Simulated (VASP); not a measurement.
# SrO (Fm-3m) in VASP: further runs

SrO is run at these levels: PBEsol, r2SCAN, LDA; tasks: single point.

Program: VASP 6.6.1. These are calculated values, not measurements. Logs are shortened: lines on timing, memory, paths and dates and some standing lists are left out, and cuts for length are marked.

### Step 1. The cell of the first run

It takes space group Fm-3m (No. 225, cubic). Conventional cell: a = 5.123 Å, b = 5.123 Å, c = 5.123 Å, α = 90.00°, β = 90.00°, γ = 90.00°. Sr (site symmetry m-3m) has 6 O at 2.56 Å within 3.4 Å. Within 3.4 Å of O (site symmetry m-3m) lie 6 Sr at 2.56 Å.

### Step 2. Single point, PBEsol

INCAR reads:

```
SYSTEM = SrO
  ALGO = Normal
  EDIFF = 1E-7
  ENCUT = 520
  GGA = PS
  ISIF = 2
  ISMEAR = -1
  LASPH = .True.
  LCHARG = .False.
  LREAL = .False.
  LWAVE = .False.
  NBANDS = 15
  NELM = 80
  PREC = Accurate
  SIGMA = 0.05
```

KPOINTS reads:

```
k-points
0
Gamma
  8 8 8
  0 0 0
```

POSCAR reads:

```
SrO
1.0
    0.0000000000      2.5613730000      2.5613730000
    2.5613730000      0.0000000000      2.5613730000
    2.5613730000      2.5613730000      0.0000000000
Sr O
1 1
Direct
    0.0000000000      0.0000000000      0.0000000000
    0.5000000000      0.5000000000      0.5000000000
```

Potentials or basis: VASP PAW PBE potentials, release 64 (Sr_sv, O).

On the command line:

```sh
$ cat potpaw_PBE.64/Sr_sv/POTCAR potpaw_PBE.64/O/POTCAR > POTCAR
$ mpirun -np 1 vasp_std > vasp.out
```

OUTCAR:

```text
SYSTEM = SrO
   EDIFF = 1E-7
   ENCUT = 520
   GGA = PS
   ISIF = 2
   ISMEAR = -1
   LASPH = .True.
   LREAL = .False.
   NELM = 80
   PREC = Accurate

 ion  position               nearest neighbor table
   1  0.000  0.000  0.000-   2 2.56   2 2.56   2 2.56   2 2.56   2 2.56   2 2.56
   2  0.500  0.500  0.500-   1 2.56   1 2.56   1 2.56   1 2.56   1 2.56   1 2.56

  LATTYP: Found a face centered cubic cell.
 ALAT       =     5.1227460000

  Lattice vectors:

 A1 = (   0.0000000000,   2.5613730000,   2.5613730000)
 A2 = (   2.5613730000,   0.0000000000,   2.5613730000)
 A3 = (   2.5613730000,   2.5613730000,   0.0000000000)

Analysis of symmetry for initial positions (statically):
=====================================================================
 Subroutine PRICEL returns:
 Original cell was already a primitive cell.

 Routine SETGRP: Setting up the symmetry group for a
 face centered cubic supercell.

 Subroutine GETGRP returns: Found 48 space group operations
 (whereof 48 operations were pure point group operations)
 out of a pool of 48 trial point group operations.

The static configuration has the point symmetry O_h .

Analysis of symmetry for dynamics (positions and initial velocities):
=====================================================================
 Subroutine PRICEL returns:
 Original cell was already a primitive cell.

 Routine SETGRP: Setting up the symmetry group for a
 face centered cubic supercell.

 Subroutine GETGRP returns: Found 48 space group operations
 (whereof 48 operations were pure point group operations)
 out of a pool of 48 trial point group operations.

The dynamic configuration has the point symmetry O_h .

 Subroutine INISYM returns: Found 48 space group operations
 (whereof 48 operations are pure point group operations),
 and found     1 'primitive' translations

----------------------------------------------------------------------------------------

                                     Primitive cell

  volume of cell :      33.6084

  direct lattice vectors                    reciprocal lattice vectors
     0.000000000  2.561373000  2.561373000    -0.195207805  0.195207805  0.195207805
     2.561373000  0.000000000  2.561373000     0.195207805 -0.195207805  0.195207805
     2.561373000  2.561373000  0.000000000     0.195207805  0.195207805 -0.195207805

  length of vectors
     3.622328435  3.622328435  3.622328435     0.338109836  0.338109836  0.338109836

  position of ions in fractional coordinates (direct lattice)
[... 83 lines left out ...]
   IBRION =     -1    ionic relax: 0-MD 1-quasi-New 2-CG
   NFREE  =      0    steps in history (QN), initial steepest desc. (CG)
   ISIF   =      2    stress and relaxation
   ISYM   =      2    0-nonsym 1-usesym 2-fastsym
   POTIM  = 0.5000    time-step for ionic-motion
   TEBEG  =    0.0;   TEEND  =   0.0 temperature during run
   PSTRESS=    0.0 pullay stress
   NELECT =      16.0000    total number of electrons
   NUPDOWN=      -1.0000    fix difference up-down
   EMIN   =  10.00;   EMAX   =-10.00  energy-range for DOS
   EFERMI =   0.00;   METHOD = LEGACY
   ISMEAR =    -1;   SIGMA  =   0.05  broadening in eV -4-tet -1-fermi 0-gaus
   EFERMI_NEDOS =   21; number of points for ismear=-14 and -15
   IALGO  =     38    algorithm
   IMIX   =      4    mixing-type and parameters
     AMIX     =   0.40;   BMIX     =  1.00
     AMIX_MAG =   1.60;   BMIX_MAG =  1.00
  volume/ion in A,a.u.               =      16.80       113.40
  Fermi-wavevector in a.u.,A,eV,Ry     =   1.278298  2.415632 22.232531  1.634045
  Thomas-Fermi vector in A             =   2.410848
   LORBIT       =      0    0 simple, 1 ext, 2 COOP (PROOUT), +10 PAW based schemes
   GGA     = PS    functional components
   LHFCALC =     F    Hartree Fock is set to
   AEXX    =    0.0000 exact exchange contribution
   IVDW    =     0    specifies the selected vdW correction
   LEPSILON=     F    determine dielectric tensor
   LRPA    =     F    only Hartree local field effects (RPA)
 non-spin polarized calculation
  energy-cutoff  :      520.00
  volume of cell :       33.61
 maximum number of plane-waves:       934
   NGX = 13   NGY = 13   NGZ = 13

 number of electron      15.9999996 magnetization

 Free energy of the ion-electron system (eV)
  ---------------------------------------------------
  ext. energy  EPLUGINS =         0.00000000
  ---------------------------------------------------
  free energy    TOTEN  =       -12.63917847 eV

  energy without entropy =      -12.63917847  energy(sigma->0) =      -12.63917847

 E-fermi :   2.6766     XC(G=0): -10.3312

 val. band max:        1.5419988336   @ k =   0.0000   0.0000   0.0000
 cond. band min:       4.6890875034   @ k =   0.5000   0.5000   0.0000
 fundamental gap:      3.1470886698
 Fermi energy:         2.6766273911

 k-point     1 :       0.0000    0.0000    0.0000
  band No.  band energies     occupation
      1     -30.6565      2.00000
      2     -13.4699      2.00000
      3     -12.2971      2.00000
      4     -12.2971      2.00000
      5     -12.2971      2.00000
      6       1.5420      2.00000
      7       1.5420      2.00000
      8       1.5420      2.00000
      9       5.4443      0.00000
     10       7.7275      0.00000
     11       7.7275      0.00000
     12       7.7275      0.00000
     13       9.9482      0.00000
     14       9.9482      0.00000
[... 401 lines left out ...]
      2     -14.6920      2.00000
      3     -12.7121      2.00000
      4     -12.5425      2.00000
      5     -11.4695      2.00000
      6      -0.0832      2.00000
      7       0.6550      2.00000
      8       0.7391      2.00000
      9       7.8786      0.00000
     10       8.2307      0.00000
     11      10.9132      0.00000
     12      11.1116      0.00000
     13      13.2726      0.00000
     14      14.5452      0.00000
     15      14.9169      0.00000

 [... further k-points ...]
[... 5 lines left out ...]
  --------------------------------------------------------------------------------------
  -------------------------------------------------------------------------------------
  Total        0.1300834      0.1300834      0.1300834      0.0000000      0.0000000      0.0000000
  in kB        6.2013192      6.2013192      6.2013192      0.0000000      0.0000000      0.0000000
  external PRESSURE =       6.2013192 kB  Pullay stress =       0.0000000 kB

 VOLUME and BASIS-vectors are now :
 -----------------------------------------------------------------------------
  energy-cutoff  :      520.00
  volume of cell :       33.61
      direct lattice vectors                 reciprocal lattice vectors
     0.000000000  2.561373000  2.561373000    -0.195207805  0.195207805  0.195207805
     2.561373000  0.000000000  2.561373000     0.195207805 -0.195207805  0.195207805
     2.561373000  2.561373000  0.000000000     0.195207805  0.195207805 -0.195207805

 POSITION                                       TOTAL-FORCE (eV/Angst)
 -----------------------------------------------------------------------------------
      0.00000      0.00000      0.00000        -0.000000      0.000000      0.000000
      2.56137      2.56137      2.56137         0.000000     -0.000000     -0.000000
 -----------------------------------------------------------------------------------
    total drift:                                0.000000      0.000000      0.000000

  FREE ENERGIE OF THE ION-ELECTRON SYSTEM (eV)
  ---------------------------------------------------
  free  energy   TOTEN  =       -12.6391784705 eV

  energy  without entropy=      -12.6391784705  energy(sigma->0) =      -12.63917847
```

OSZICAR:

```text
N       E                     dE             d eps       ncg     rms          rms(c)
DAV:   1     0.681774972724E+02    0.68177E+02   -0.84994E+03   870   0.104E+03
DAV:   2    -0.114424307123E+02   -0.79620E+02   -0.72013E+02  1186   0.219E+02
DAV:   3    -0.145492260999E+02   -0.31068E+01   -0.30836E+01  1149   0.395E+01
DAV:   4    -0.146155620982E+02   -0.66336E-01   -0.66328E-01  1081   0.544E+00
DAV:   5    -0.146173014108E+02   -0.17393E-02   -0.17393E-02  1096   0.715E-01    0.174E+01
DAV:   6    -0.128092375570E+02    0.18081E+01   -0.56872E+00   891   0.184E+01    0.203E+01
DAV:   7    -0.126650468099E+02    0.14419E+00   -0.28516E-01  1052   0.470E+00    0.119E+01
DAV:   8    -0.126380956719E+02    0.26951E-01   -0.12191E-01  1136   0.339E+00    0.424E-01
DAV:   9    -0.126389974996E+02   -0.90183E-03   -0.58696E-03  1094   0.468E-01    0.229E-01
DAV:  10    -0.126390948197E+02   -0.97320E-04   -0.26857E-04   989   0.165E-01    0.866E-02
DAV:  11    -0.126391699010E+02   -0.75081E-04   -0.86942E-05   983   0.734E-02    0.248E-02
DAV:  12    -0.126391786862E+02   -0.87852E-05   -0.11582E-05   968   0.290E-02    0.105E-02
DAV:  13    -0.126391786991E+02   -0.12887E-07   -0.12173E-06   996   0.869E-03    0.278E-03
DAV:  14    -0.126391784621E+02    0.23700E-06   -0.74654E-08   875   0.235E-03    0.746E-04
DAV:  15    -0.126391784705E+02   -0.83794E-08   -0.65874E-09   484   0.681E-04
   1 F= -.12639178E+02 E0= -.12639178E+02  d E =-.709078E-11
```

Wall time 17 s (1 thread of AMD EPYC 9R45 (Zen 5), shared host); peak memory 0.13 GiB.

What came out:

```
Free energy            : -12.6392 eV
Pressure               : 0.6 GPa
Band gap on the k mesh : 3.15 eV, indirect (least direct gap 3.23 eV)
```

Caveat: the PAW data sets were made with another functional, which shifts forces and pressure a little. A k mesh can miss the band edges.

### Step 3. Single point, r2SCAN

POSCAR is that of step 2.

INCAR.step1 reads:

```
SYSTEM = SrO
PREC = Accurate
ENCUT = 520
ISMEAR = -1
SIGMA = 0.05
LREAL = .False.
LASPH = .True.
NELM = 60
NBANDS = 15
GGA = PE
ALGO = Normal
EDIFF = 1E-4
LWAVE = .True.
LCHARG = .False.
```

INCAR.step2 reads:

```
SYSTEM = SrO
PREC = Accurate
ENCUT = 520
EDIFF = 1E-6
ISMEAR = -1
SIGMA = 0.05
LREAL = .False.
LASPH = .True.
NELM = 60
ALGO = Normal
ISIF = 2
LWAVE = .False.
LCHARG = .False.
METAGGA = R2SCAN
LMIXTAU = .True.
NBANDS = 15
ISTART = 1
```

KPOINTS reads:

```
Automatic mesh
0
Gamma
  8 8 8
  0 0 0
```

Potentials or basis: VASP PAW PBE potentials, release 64 (Sr_sv, O).

On the command line:

```sh
$ cat potpaw_PBE.64/Sr_sv/POTCAR potpaw_PBE.64/O/POTCAR > POTCAR
$ cp INCAR.step1 INCAR
$ mpirun -np 1 vasp_std > vasp.out
$ cp INCAR.step2 INCAR
$ mpirun -np 1 vasp_std > vasp.out
```

OUTCAR:

```text
SYSTEM = SrO
   PREC = Accurate
   ENCUT = 520
   EDIFF = 1E-6
   ISMEAR = -1
   LREAL = .False.
   LASPH = .True.
   NELM = 60
   ISIF = 2
   METAGGA = R2SCAN
   ISTART = 1

 ion  position               nearest neighbor table
   1  0.000  0.000  0.000-   2 2.56   2 2.56   2 2.56   2 2.56   2 2.56   2 2.56
   2  0.500  0.500  0.500-   1 2.56   1 2.56   1 2.56   1 2.56   1 2.56   1 2.56

  LATTYP: Found a face centered cubic cell.
 ALAT       =     5.1227460000

  Lattice vectors:

 A1 = (   0.0000000000,   2.5613730000,   2.5613730000)
 A2 = (   2.5613730000,   0.0000000000,   2.5613730000)
 A3 = (   2.5613730000,   2.5613730000,   0.0000000000)

Analysis of symmetry for initial positions (statically):
=====================================================================
 Subroutine PRICEL returns:
 Original cell was already a primitive cell.

 Routine SETGRP: Setting up the symmetry group for a
 face centered cubic supercell.

 Subroutine GETGRP returns: Found 48 space group operations
 (whereof 48 operations were pure point group operations)
 out of a pool of 48 trial point group operations.

The static configuration has the point symmetry O_h .

Analysis of symmetry for dynamics (positions and initial velocities):
=====================================================================
 Subroutine PRICEL returns:
 Original cell was already a primitive cell.

 Routine SETGRP: Setting up the symmetry group for a
 face centered cubic supercell.

 Subroutine GETGRP returns: Found 48 space group operations
 (whereof 48 operations were pure point group operations)
 out of a pool of 48 trial point group operations.

The dynamic configuration has the point symmetry O_h .

 Subroutine INISYM returns: Found 48 space group operations
 (whereof 48 operations are pure point group operations),
 and found     1 'primitive' translations

----------------------------------------------------------------------------------------
[... 116 lines left out ...]
  Thomas-Fermi vector in A             =   2.410848
   LORBIT       =      0    0 simple, 1 ext, 2 COOP (PROOUT), +10 PAW based schemes
   METAGGA = R2SCAN    functional components
   LHFCALC =     F    Hartree Fock is set to
   AEXX    =    0.0000 exact exchange contribution
   IVDW    =     0    specifies the selected vdW correction
   LEPSILON=     F    determine dielectric tensor
   LRPA    =     F    only Hartree local field effects (RPA)
 non-spin polarized calculation
  energy-cutoff  :      520.00
  volume of cell :       33.61
 maximum number of plane-waves:       934
   NGX = 13   NGY = 13   NGZ = 13

 number of electron      15.9999996 magnetization

 Free energy of the ion-electron system (eV)
  ---------------------------------------------------
  ext. energy  EPLUGINS =         0.00000000
  ---------------------------------------------------
  free energy    TOTEN  =       -27.04778093 eV

  energy without entropy =      -27.04778093  energy(sigma->0) =      -27.04778093

 E-fermi :   2.5237     XC(G=0): -10.6442

 val. band max:        1.3944935328   @ k =   0.0000   0.0000   0.0000
 cond. band min:       5.1308354432   @ k =   0.5000   0.5000   0.0000
 fundamental gap:      3.7363419104
 Fermi energy:         2.5237160276

 k-point     1 :       0.0000    0.0000    0.0000
  band No.  band energies     occupation
      1     -32.0365      2.00000
      2     -14.6468      2.00000
      3     -13.0477      2.00000
      4     -13.0477      2.00000
      5     -13.0477      2.00000
      6       1.3945      2.00000
      7       1.3945      2.00000
      8       1.3945      2.00000
      9       6.1394      0.00000
     10       8.1979      0.00000
     11       8.1979      0.00000
     12       8.1979      0.00000
     13      10.5447      0.00000
     14      10.5447      0.00000
[... 401 lines left out ...]
      2     -15.7098      2.00000
      3     -13.4396      2.00000
      4     -13.2847      2.00000
      5     -12.3701      2.00000
      6      -0.1571      2.00000
      7       0.5272      2.00000
      8       0.6121      2.00000
      9       8.3524      0.00000
     10       8.7334      0.00000
     11      11.5095      0.00000
     12      11.6005      0.00000
     13      13.8581      0.00000
     14      15.1970      0.00000
     15      15.9370      0.00000

 [... further k-points ...]
[... 5 lines left out ...]
  --------------------------------------------------------------------------------------
  -------------------------------------------------------------------------------------
  Total        0.5676613      0.5676613      0.5676613     -0.0000000      0.0000000     -0.0000000
  in kB       27.0614694     27.0614694     27.0614694     -0.0000000      0.0000000     -0.0000000
  external PRESSURE =      27.0614694 kB  Pullay stress =       0.0000000 kB

 VOLUME and BASIS-vectors are now :
 -----------------------------------------------------------------------------
  energy-cutoff  :      520.00
  volume of cell :       33.61
      direct lattice vectors                 reciprocal lattice vectors
     0.000000000  2.561373000  2.561373000    -0.195207805  0.195207805  0.195207805
     2.561373000  0.000000000  2.561373000     0.195207805 -0.195207805  0.195207805
     2.561373000  2.561373000  0.000000000     0.195207805  0.195207805 -0.195207805

 POSITION                                       TOTAL-FORCE (eV/Angst)
 -----------------------------------------------------------------------------------
      0.00000      0.00000      0.00000        -0.000000      0.000000     -0.000000
      2.56137      2.56137      2.56137         0.000000     -0.000000      0.000000
 -----------------------------------------------------------------------------------
    total drift:                                0.000000      0.000000      0.000000

  FREE ENERGIE OF THE ION-ELECTRON SYSTEM (eV)
  ---------------------------------------------------
  free  energy   TOTEN  =       -27.0477809313 eV

  energy  without entropy=      -27.0477809313  energy(sigma->0) =      -27.04778093
```

OUTCAR.step1:

```text
SYSTEM = SrO
   PREC = Accurate
   ENCUT = 520
   ISMEAR = -1
   LREAL = .False.
   LASPH = .True.
[... 652 lines left out ...]
      0.00000      0.00000      0.00000         0.000000     -0.000000     -0.000000
      2.56137      2.56137      2.56137        -0.000000      0.000000      0.000000
 -----------------------------------------------------------------------------------
    total drift:                                0.000000      0.000000      0.000000

  FREE ENERGIE OF THE ION-ELECTRON SYSTEM (eV)
  ---------------------------------------------------
  free  energy   TOTEN  =       -12.0317714217 eV

  energy  without entropy=      -12.0317714216  energy(sigma->0) =      -12.03177142
```

OSZICAR.step1:

```text
N       E                     dE             d eps       ncg     rms          rms(c)
DAV:   1     0.693261100502E+02    0.69326E+02   -0.85191E+03   870   0.104E+03
DAV:   2    -0.110208854253E+02   -0.80347E+02   -0.72813E+02  1186   0.221E+02
DAV:   3    -0.141683723253E+02   -0.31475E+01   -0.31239E+01  1148   0.397E+01
DAV:   4    -0.142358510818E+02   -0.67479E-01   -0.67474E-01  1097   0.550E+00
DAV:   5    -0.142373874576E+02   -0.15364E-02   -0.15364E-02  1103   0.658E-01    0.168E+01
DAV:   6    -0.121755912801E+02    0.20618E+01   -0.66141E+00   891   0.196E+01    0.198E+01
DAV:   7    -0.120404487546E+02    0.13514E+00   -0.28762E-01  1017   0.480E+00    0.115E+01
DAV:   8    -0.120296936622E+02    0.10755E-01   -0.11642E-01  1101   0.339E+00    0.468E-01
DAV:   9    -0.120311519760E+02   -0.14583E-02   -0.56023E-03  1113   0.476E-01    0.231E-01
DAV:  10    -0.120316176083E+02   -0.46563E-03   -0.44579E-04   940   0.196E-01    0.818E-02
DAV:  11    -0.120317539462E+02   -0.13634E-03   -0.13078E-04   870   0.852E-02    0.276E-02
DAV:  12    -0.120317714217E+02   -0.17476E-04   -0.27146E-05   680   0.388E-02
   1 F= -.12031771E+02 E0= -.12031771E+02  d E =-.725935E-10
```

It took 68 s on 1 thread of AMD EPYC 9R45 (Zen 5), shared host; peak memory 0.14 GiB.

What came out:

```yaml
Free_energy: -27.0478 eV
Pressure: 2.7 GPa
Band_gap_on_the_k_mesh: 3.74 eV, indirect (least direct gap 3.81 eV)
```

Caveat: the PAW data sets were made with another functional, which shifts forces and pressure a little.

### Step 4. Single point, LDA

INCAR reads:

```
ALGO = Normal
EDIFF = 1E-6
ENCUT = 600
GGA = CA
GGA_COMPAT = False
ISIF = 2
ISMEAR = -1
LASPH = True
LCHARG = False
LREAL = False
LWAVE = False
NBANDS = 15
NELM = 120
PREC = Accurate
SIGMA = 0.05
```

KPOINTS reads:

```
k-points
0
Gamma
  8 8 8
```

POSCAR is that of step 3.

Potentials or basis: VASP PAW LDA potentials, release 64 (Sr_sv, O).

On the command line:

```sh
$ cat potpaw_LDA.64/Sr_sv/POTCAR potpaw_LDA.64/O/POTCAR > POTCAR
$ mpirun -np 1 vasp_std > vasp.out
```

Wall time 35 s (1 thread of AMD EPYC 7R13, shared host); peak memory 0.13 GiB.

It converged, with:

* Free energy: -13.3828 eV
* Pressure: -2.7 GPa
* Band gap on the k mesh: 3.09 eV, indirect (least direct gap 3.17 eV)

Levels at points of the mesh, in eV from the valence-band top:
```csv
k point,band 5,band 6,band 7,band 8,band 9,band 10,band 11,band 12
"(0.00, 0.00, 0.00)",-13.76,0.00,0.00,0.00,3.88,6.13,6.13,6.13
"(0.50, 0.00, 0.00)",-12.46,-2.27,-1.18,-1.18,6.50,8.36,8.87,8.87
"(0.50, 0.50, 0.00)",-14.16,-0.41,-0.08,-0.08,3.09,7.84,10.26,10.28
```

### Step 5. Summary

| level | potentials or basis | cutoff (eV) | gap on the mesh (eV) | pressure (GPa) |
| --- | --- | --- | --- | --- |
| PBEsol | VASP PAW PBE potentials, release 64 (Sr_sv, O) | 520 | 3.15 | 0.6 |
| r2SCAN | VASP PAW PBE potentials, release 64 (Sr_sv, O) | 520 | 3.74 | 2.7 |
| LDA | VASP PAW LDA potentials, release 64 (Sr_sv, O) | 600 | 3.09 | -2.7 |

Alike in all rows: task single point; no spin polarisation; cell as given; k mesh 8 × 8 × 8; smearing fermi-dirac 0.05 eV.

Caveats: the PAW data sets were made with another functional, which shifts forces and pressure a little (some runs).

Absolute energies hang on the potentials; compare differences alone.
